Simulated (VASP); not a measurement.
# Si (R-3m) in VASP: further runs

Si is run at these levels: LDA; tasks: single point.

All numbers are computed with VASP 6.6.1; they aren't measurements. Logs are shortened: lines on timing, memory, paths and dates and some standing lists are left out, and cuts for length are marked.

## (1) The cell of the first run

Symmetry: R-3m, No. 166, trigonal system. The conventional cell has a = 3.859 Å, b = 3.859 Å, c = 9.313 Å, α = 90.00°, β = 90.00°, γ = 120.00°. Si (site symmetry 3m) has 4 Si at 2.33 to 2.36 Å within 3.1 Å.

## (2) Single point, LDA (equal xy, yz and zx shear strains of -1 %)

Contents of INCAR:

```
ALGO     = Normal         # electronic algorithm
EDIFF    = 1E-7           # SCF threshold, eV
ENCUT    = 520            # plane-wave cutoff, eV
ISIF     = 2              # what is computed and relaxed
ISMEAR   = -1             # smearing method
LASPH    = T              # aspherical terms in the spheres
LCHARG   = F              # write CHGCAR
LREAL    = F              # projectors in reciprocal space
LWAVE    = F              # write WAVECAR
NBANDS   = 11             # bands
NELM     = 80             # most SCF steps
PREC     = Accurate       # precision mode
SIGMA    = 0.08           # smearing width, eV
```

Contents of KPOINTS:

```
k-points
0
Gamma
  11 11 11
```

Contents of POSCAR:

```
Si
1.0
   -0.0271547000      2.7018926500      2.7018926500
    2.7018926500     -0.0271547000      2.7018926500
    2.7018926500      2.7018926500     -0.0271547000
Si
2
Direct
    0.5000000000      0.5000000000      0.5000000000
    0.7500000000      0.7500000000      0.7500000000
```

Potentials or basis: VASP PAW LDA potentials, release 64 (Si).

On the command line:

```sh
> cat potpaw_LDA.64/Si/POTCAR > POTCAR
> mpirun -np 1 vasp_std > vasp.out
```

OUTCAR:

```text
EDIFF = 1E-7
   ENCUT = 520
   ISIF = 2
   ISMEAR = -1
   LASPH = T
   LREAL = F
   NELM = 80
   PREC = Accurate

 ion  position               nearest neighbor table
   1  0.500  0.500  0.500-   2 2.33   2 2.36   2 2.36   2 2.36
   2  0.750  0.750  0.750-   1 2.33   1 2.36   1 2.36   1 2.36

  LATTYP: Found a trigonal (rhomboedric) cell.
 ALAT       =     3.8211497173
 COS(alpha) =     0.4899250057

  Lattice vectors:

 A1 = (  -0.0271547000,   2.7018926500,   2.7018926500)
 A2 = (   2.7018926500,  -0.0271547000,   2.7018926500)
 A3 = (   2.7018926500,   2.7018926500,  -0.0271547000)

Analysis of symmetry for initial positions (statically):
=====================================================================
 Subroutine PRICEL returns:
 Original cell was already a primitive cell.

 Routine SETGRP: Setting up the symmetry group for a
 trigonal (rhombohedral) supercell.

 Subroutine GETGRP returns: Found 12 space group operations
 (whereof  6 operations were pure point group operations)
 out of a pool of 12 trial point group operations.

The static configuration has the point symmetry C_3v.
 The point group associated with its full space group is D_3d.

Analysis of symmetry for dynamics (positions and initial velocities):
=====================================================================
 Subroutine PRICEL returns:
 Original cell was already a primitive cell.

 Routine SETGRP: Setting up the symmetry group for a
 trigonal (rhombohedral) supercell.

 Subroutine GETGRP returns: Found 12 space group operations
 (whereof  6 operations were pure point group operations)
 out of a pool of 12 trial point group operations.

The dynamic configuration has the point symmetry C_3v.
 The point group associated with its full space group is D_3d.

 Subroutine INISYM returns: Found 12 space group operations
 (whereof  6 operations are pure point group operations),
 and found     1 'primitive' translations

----------------------------------------------------------------------------------------

                                     Primitive cell

  volume of cell :      40.0435

  direct lattice vectors                    reciprocal lattice vectors
    -0.027154700  2.701892650  2.701892650    -0.182288793  0.184139441  0.184139441
     2.701892650 -0.027154700  2.701892650     0.184139441 -0.182288793  0.184139441
     2.701892650  2.701892650 -0.027154700     0.184139441  0.184139441 -0.182288793

  length of vectors
     3.821149717  3.821149717  3.821149717     0.317873986  0.317873986  0.317873986

  position of ions in fractional coordinates (direct lattice)
     0.500000000  0.500000000  0.500000000
     0.750000000  0.750000000  0.750000000

  ion indices of the primitive-cell ions
   primitive index   ion index
                 1           1
                 2           2

----------------------------------------------------------------------------------------

 KPOINTS: k-points

Automatic generation of k-mesh.
 Grid dimensions read from file:
 generate k-points for:   11   11   11

 Generating k-lattice:

  Cartesian coordinates                     Fractional coordinates (reciprocal lattice)
    -0.016571708  0.016739949  0.016739949     0.090909091  0.000000000  0.000000000
     0.016739949 -0.016571708  0.016739949     0.000000000  0.090909091  0.000000000
     0.016739949  0.016739949 -0.016571708     0.000000000  0.000000000  0.090909091

  Length of vectors
     0.028897635  0.028897635  0.028897635

  Shift w.r.t. Gamma in fractional coordinates (k-lattice)
     0.000000000  0.000000000  0.000000000

 Subroutine IBZKPT returns following result:
 ===========================================

 Found    146 irreducible k-points:

 Following reciprocal coordinates:
            Coordinates               Weight
  0.000000  0.000000  0.000000      1.000000
  0.090909  0.000000  0.000000      6.000000
  0.181818 -0.000000  0.000000      6.000000
  0.272727 -0.000000 -0.000000      6.000000
  0.363636  0.000000  0.000000      6.000000
  0.454545  0.000000  0.000000      6.000000
[... 16 lines left out ...]
 -0.272727  0.181818 -0.000000     12.000000
 -0.181818  0.181818  0.000000      6.000000
 [... further k-points ...]
   k-points           NKPTS =    146   k-points in BZ     NKDIM =    146   number of bands    NBANDS=     11
   number of dos      NEDOS =    301   number of ions     NIONS =      2
   total plane-waves  NPLWV =  21952
   dimension x,y,z NGX =    28 NGY =   28 NGZ =   28
   dimension x,y,z NGXF=    56 NGYF=   56 NGZF=   56
   ions per type =               2
   NGX,Y,Z   is equivalent  to a cutoff of  12.18, 12.18, 12.18 a.u.
   NGXF,Y,Z  is equivalent  to a cutoff of  24.36, 24.36, 24.36 a.u.
 SYSTEM =  unknown system
   PREC   = accura    normal or accurate (medium, high low for compatibility)
   ISTART =      0    job   : 0-new  1-cont  2-samecut
   ICHARG =      2    charge: 1-file 2-atom 10-const
   ISPIN  =      1    spin polarized calculation?
   LNONCOLLINEAR =      F non collinear calculations
   LSORBIT =      F    spin-orbit coupling
   LASPH  =      T    aspherical Exc in radial PAW
   ENCUT  =  520.0 eV  38.22 Ry    6.18 a.u.   7.10  7.10  7.10*2*pi/ulx,y,z
   NELM   =     80;   NELMIN=  2; NELMDL= -5     # of ELM steps
   EDIFF  = 0.1E-06   stopping-criterion for ELM
   LREAL  =      F    real-space projection
   EDIFFG = 0.1E-05   stopping-criterion for IOM
   NSW    =      0    number of steps for IOM
   IBRION =     -1    ionic relax: 0-MD 1-quasi-New 2-CG
   NFREE  =      0    steps in history (QN), initial steepest desc. (CG)
   ISIF   =      2    stress and relaxation
   ISYM   =      2    0-nonsym 1-usesym 2-fastsym
   POTIM  = 0.5000    time-step for ionic-motion
   TEBEG  =    0.0;   TEEND  =   0.0 temperature during run
   PSTRESS=    0.0 pullay stress
   NELECT =       8.0000    total number of electrons
   NUPDOWN=      -1.0000    fix difference up-down
   EMIN   =  10.00;   EMAX   =-10.00  energy-range for DOS
   EFERMI =   0.00;   METHOD = LEGACY
   ISMEAR =    -1;   SIGMA  =   0.08  broadening in eV -4-tet -1-fermi 0-gaus
   EFERMI_NEDOS =   21; number of points for ismear=-14 and -15
   IALGO  =     38    algorithm
   IMIX   =      4    mixing-type and parameters
     AMIX     =   0.40;   BMIX     =  1.00
     AMIX_MAG =   1.60;   BMIX_MAG =  1.00
  volume/ion in A,a.u.               =      20.02       135.11
  Fermi-wavevector in a.u.,A,eV,Ry     =   0.957034  1.808532 12.461768  0.915914
  Thomas-Fermi vector in A             =   2.086016
   LORBIT       =      0    0 simple, 1 ext, 2 COOP (PROOUT), +10 PAW based schemes
   GGA     = CA    functional components
   LHFCALC =     F    Hartree Fock is set to
   AEXX    =    0.0000 exact exchange contribution
   IVDW    =     0    specifies the selected vdW correction
   LEPSILON=     F    determine dielectric tensor
   LRPA    =     F    only Hartree local field effects (RPA)
 non-spin polarized calculation
  energy-cutoff  :      520.00
  volume of cell :       40.04
 maximum number of plane-waves:      1093
   NGX = 15   NGY = 15   NGZ = 15

 number of electron       8.0000001 magnetization

 Free energy of the ion-electron system (eV)
  ---------------------------------------------------
  ext. energy  EPLUGINS =         0.00000000
  ---------------------------------------------------
  free energy    TOTEN  =       -11.91302408 eV

  energy without entropy =      -11.91249170  energy(sigma->0) =      -11.91275789

 E-fermi :   5.9910     XC(G=0):  -9.6056

 val. band max:        5.7891258939   @ k =   0.0000   0.0000   0.0000
 cond. band min:       6.2515165663   @ k =   0.4545   0.4545  -0.0000
 fundamental gap:      0.4623906724
 Fermi energy:         5.9910312192

 k-point     1 :       0.0000    0.0000    0.0000
  band No.  band energies     occupation
      1      -6.1887      2.00000
      2       5.7582      1.89674
      3       5.7582      1.89674
      4       5.7891      1.85159
      5       8.2163      0.00000
      6       8.2163      0.00000
      7       8.3953      0.00000
      8       9.0306      0.00000
      9      13.4501      0.00000
     10      13.4985      0.00000
     11      13.4985      0.00000

 k-point     2 :       0.0909    0.0000    0.0000
  band No.  band energies     occupation
      1      -6.0814      2.00000
      2       4.7487      2.00000
      3       5.5945      1.98602
      4       5.6210      1.98059
      5       8.2744      0.00000
      6       8.4580      0.00000
      7       8.6790      0.00000
      8       9.7618      0.00000
      9      13.1691      0.00000
     10      13.1934      0.00000
     11      13.9057      0.00000

 k-point     3 :       0.1818   -0.0000    0.0000
  band No.  band energies     occupation
      1      -5.7636      2.00000
      2       3.0617      2.00000
      3       5.2635      1.99978
      4       5.2831      1.99971
      5       7.9938      0.00000
      6       8.9227      0.00000
      7       9.1238      0.00000
      8      11.3383      0.00000
      9      12.7849      0.00000
     10      12.8591      0.00000
     11      14.6733      0.00000

 k-point     4 :       0.2727   -0.0000   -0.0000
  band No.  band energies     occupation
      1      -5.2520      2.00000
      2       1.4048      2.00000
      3       4.9515      2.00000
      4       4.9599      1.99999
      5       7.6527      0.00000
      6       9.1710      0.00000
      7       9.3579      0.00000
      8      12.8417      0.00000
      9      13.0345      0.00000
     10      13.2026      0.00000
     11      14.4948      0.00000
[... 239 lines left out ...]
 k-point    22 :      -0.3636    0.1818   -0.0000
  band No.  band energies     occupation
      1      -3.8049      2.00000
      2      -0.6158      2.00000
      3       2.5050      2.00000
      4       4.3081      2.00000
      5       7.9991      0.00000
      6      10.0078      0.00000
      7      10.2561      0.00000
      8      13.3786      0.00000
      9      13.6522      0.00000
     10      14.2026      0.00000
     11      16.9853      0.00000

 k-point    23 :      -0.2727    0.1818   -0.0000
  band No.  band energies     occupation
      1      -4.4704      2.00000
      2       0.5044      2.00000
      3       2.5699      2.00000
      4       4.6898      2.00000
      5       8.3752      0.00000
      6       9.9889      0.00000
      7      10.0910      0.00000
      8      12.0659      0.00000
      9      12.3411      0.00000
     10      15.6450      0.00000
     11      17.4054      0.00000

 k-point    24 :      -0.1818    0.1818    0.0000
  band No.  band energies     occupation
      1      -5.0800      2.00000
      2       1.6967      2.00000
      3       3.0401      2.00000
      4       5.0984      1.99997
      5       8.7124      0.00000
      6       9.5472      0.00000
      7       9.7608      0.00000
      8      11.3970      0.00000
      9      11.8761      0.00000
     10      15.5770      0.00000
     11      16.1540      0.00000

 [... further k-points ...]
[... 5 lines left out ...]
  --------------------------------------------------------------------------------------
  -------------------------------------------------------------------------------------
  Total       -0.3564808     -0.3564808     -0.3564808      0.2578152      0.2578152      0.2578152
  in kB      -14.2631161    -14.2631161    -14.2631161     10.3154183     10.3154183     10.3154183
  external PRESSURE =     -14.2631161 kB  Pullay stress =       0.0000000 kB

 VOLUME and BASIS-vectors are now :
 -----------------------------------------------------------------------------
  energy-cutoff  :      520.00
  volume of cell :       40.04
      direct lattice vectors                 reciprocal lattice vectors
    -0.027154700  2.701892650  2.701892650    -0.182288793  0.184139441  0.184139441
     2.701892650 -0.027154700  2.701892650     0.184139441 -0.182288793  0.184139441
     2.701892650  2.701892650 -0.027154700     0.184139441  0.184139441 -0.182288793

 POSITION                                       TOTAL-FORCE (eV/Angst)
 -----------------------------------------------------------------------------------
      2.68832      2.68832      2.68832        -0.098160     -0.098160     -0.098160
      4.03247      4.03247      4.03247         0.098160      0.098160      0.098160
 -----------------------------------------------------------------------------------
    total drift:                               -0.000000      0.000000     -0.000000

  FREE ENERGIE OF THE ION-ELECTRON SYSTEM (eV)
  ---------------------------------------------------
  free  energy   TOTEN  =       -11.9130240839 eV

  energy  without entropy=      -11.9124917001  energy(sigma->0) =      -11.91275789
```

Run time: 46 s. Hardware: 1 thread of AMD EPYC 7R43 (Zen 3), shared host; peak memory 0.13 GiB.

Results:

```yaml
Free_energy: -11.9130 eV
Pressure: -1.4 GPa
Largest_force: 0.170 eV/Å
Band_gap_on_the_k_mesh: 0.46 eV, indirect (least direct gap 2.43 eV)
```

Forces in eV/Å, atoms in the order of the input:
```
Si  -0.098 -0.098 -0.098
Si   0.098  0.098  0.098
```

Stress tensor (GPa, compression positive):
```
-1.43  1.03  1.03
 1.03 -1.43  1.03
 1.03  1.03 -1.43
```

Levels at points of the mesh, in eV from the valence-band top:
```csv
k point,band 2,band 3,band 4,band 5,band 6,band 7
"(0.00, 0.00, 0.00)",-0.03,-0.03,0.00,2.43,2.43,2.61
```

Caveat: the cell differs from its parent crystal (equal xy, yz and zx shear strains of -1 %). A k mesh can miss the band edges.

## (3) Single point, LDA (equal xy, yz and zx shear strains of +2 %)

Contents of INCAR:

```
SYSTEM = Si
ALGO = Normal ; EDIFF = 1E-6
ENCUT = 520 ; GGA = CA
ISIF = 2 ; ISMEAR = -1
LASPH = .True. ; LCHARG = .False.
LREAL = .False. ; LWAVE = .False.
NBANDS = 11 ; NELM = 80
PREC = Accurate ; SIGMA = 0.08
```

Contents of KPOINTS:

```
k-points
0
Gamma
  11 11 11
  0 0 0
```

Contents of POSCAR:

```
Si
1.0
    0.0543094000      2.7426247000      2.7426247000
    2.7426247000      0.0543094000      2.7426247000
    2.7426247000      2.7426247000      0.0543094000
Si
2
Direct
    0.5000000000      0.5000000000      0.5000000000
    0.7500000000      0.7500000000      0.7500000000
```

Potentials or basis: VASP PAW LDA potentials, release 64 (Si).

On the command line:

```sh
> cat potpaw_LDA.64/Si/POTCAR > POTCAR
> mpirun -np 1 vasp_std > vasp.out
```

OUTCAR:

```text
SYSTEM = Si
   EDIFF = 1E-6
   ENCUT = 520
   GGA = CA
   ISIF = 2
   ISMEAR = -1
   LASPH = .True.
   LREAL = .False.
   NELM = 80
   PREC = Accurate

 ion  position               nearest neighbor table
   1  0.500  0.500  0.500-   2 2.34   2 2.34   2 2.34   2 2.40
   2  0.750  0.750  0.750-   1 2.34   1 2.34   1 2.34   1 2.40

  LATTYP: Found a trigonal (rhomboedric) cell.
 ALAT       =     3.8790372518
 COS(alpha) =     0.5197000882

  Lattice vectors:

 A1 = (   0.0543094000,   2.7426247000,   2.7426247000)
 A2 = (   2.7426247000,   0.0543094000,   2.7426247000)
 A3 = (   2.7426247000,   2.7426247000,   0.0543094000)

Analysis of symmetry for initial positions (statically):
=====================================================================
 Subroutine PRICEL returns:
 Original cell was already a primitive cell.

 Routine SETGRP: Setting up the symmetry group for a
 trigonal (rhombohedral) supercell.

 Subroutine GETGRP returns: Found 12 space group operations
 (whereof  6 operations were pure point group operations)
 out of a pool of 12 trial point group operations.

The static configuration has the point symmetry C_3v.
 The point group associated with its full space group is D_3d.

Analysis of symmetry for dynamics (positions and initial velocities):
[... 166 lines left out ...]

 k-point     1 :       0.0000    0.0000    0.0000
  band No.  band energies     occupation
      1      -6.1902      2.00000
      2       5.7146      1.93448
      3       5.7979      1.82496
      4       5.7979      1.82496
      5       7.8891      0.00000
      6       8.4472      0.00000
      7       8.4472      0.00000
      8       9.0933      0.00000
      9      13.4650      0.00000
     10      13.5065      0.00000
     11      13.5065      0.00000
[... 309 lines left out ...]
 k-point    24 :      -0.1818    0.1818    0.0000
  band No.  band energies     occupation
      1      -5.0346      2.00000
      2       1.6796      2.00000
      3       3.1053      2.00000
      4       5.0633      1.99998
      5       8.5179      0.00000
      6       9.4076      0.00000
      7       9.6850      0.00000
      8      11.2712      0.00000
      9      11.7068      0.00000
     10      15.8983      0.00000
     11      16.3394      0.00000

 [... further k-points ...]
[... 5 lines left out ...]
  --------------------------------------------------------------------------------------
  -------------------------------------------------------------------------------------
  Total       -0.3305971     -0.3305971     -0.3305971     -0.4843044     -0.4843044     -0.4843044
  in kB      -13.2304309    -13.2304309    -13.2304309    -19.3817691    -19.3817691    -19.3817691
  external PRESSURE =     -13.2304309 kB  Pullay stress =       0.0000000 kB

 VOLUME and BASIS-vectors are now :
 -----------------------------------------------------------------------------
  energy-cutoff  :      520.00
  volume of cell :       40.03
      direct lattice vectors                 reciprocal lattice vectors
     0.054309400  2.742624700  2.742624700    -0.187813521  0.184166656  0.184166656
     2.742624700  0.054309400  2.742624700     0.184166656 -0.187813521  0.184166656
     2.742624700  2.742624700  0.054309400     0.184166656  0.184166656 -0.187813521

 POSITION                                       TOTAL-FORCE (eV/Angst)
 -----------------------------------------------------------------------------------
      2.76978      2.76978      2.76978         0.167823      0.167823      0.167823
      4.15467      4.15467      4.15467        -0.167823     -0.167823     -0.167823
 -----------------------------------------------------------------------------------
    total drift:                               -0.000000     -0.000000     -0.000000

  FREE ENERGIE OF THE ION-ELECTRON SYSTEM (eV)
  ---------------------------------------------------
  free  energy   TOTEN  =       -11.9023308948 eV

  energy  without entropy=      -11.9017332749  energy(sigma->0) =      -11.90203208
```

OSZICAR:

```text
N       E                     dE             d eps       ncg     rms          rms(c)
DAV:   1     0.754673530413E+01    0.75467E+01   -0.33397E+03  3220   0.590E+02
DAV:   2    -0.115640985031E+02   -0.19111E+02   -0.18328E+02  4333   0.868E+01
DAV:   3    -0.121617905145E+02   -0.59769E+00   -0.59619E+00  4101   0.136E+01
DAV:   4    -0.121665934979E+02   -0.48030E-02   -0.48022E-02  3866   0.153E+00
DAV:   5    -0.121666436757E+02   -0.50178E-04   -0.50177E-04  4101   0.145E-01    0.502E+00
DAV:   6    -0.119845038140E+02    0.18214E+00   -0.10580E-01  3626   0.130E+00    0.299E+00
DAV:   7    -0.119021893462E+02    0.82314E-01   -0.18742E-01  3739   0.178E+00    0.235E-01
DAV:   8    -0.119023595425E+02   -0.17020E-03   -0.87294E-03  3659   0.522E-01    0.988E-02
DAV:   9    -0.119023245639E+02    0.34979E-04   -0.29132E-04  3952   0.921E-02    0.651E-02
DAV:  10    -0.119023309571E+02   -0.63933E-05   -0.20486E-05  3769   0.266E-02    0.693E-03
DAV:  11    -0.119023308948E+02    0.62303E-07   -0.20769E-06  3781   0.726E-03
   1 F= -.11902331E+02 E0= -.11902032E+02  d E =-.597620E-03
```

Run time: 50 s. Hardware: 1 thread of AMD EPYC 7R43 (Zen 3), shared host; peak memory 0.14 GiB.

What came out:

```
Free energy            : -11.9023 eV
Pressure               : -1.3 GPa
Largest force          : 0.291 eV/Å
Band gap on the k mesh : 0.43 eV, indirect (least direct gap 2.09 eV)
```

Forces in eV/Å, atoms in the order of the input:
```
Si   0.168  0.168  0.168
Si  -0.168 -0.168 -0.168
```

Caveat: the cell differs from its parent crystal (equal xy, yz and zx shear strains of +2 %).
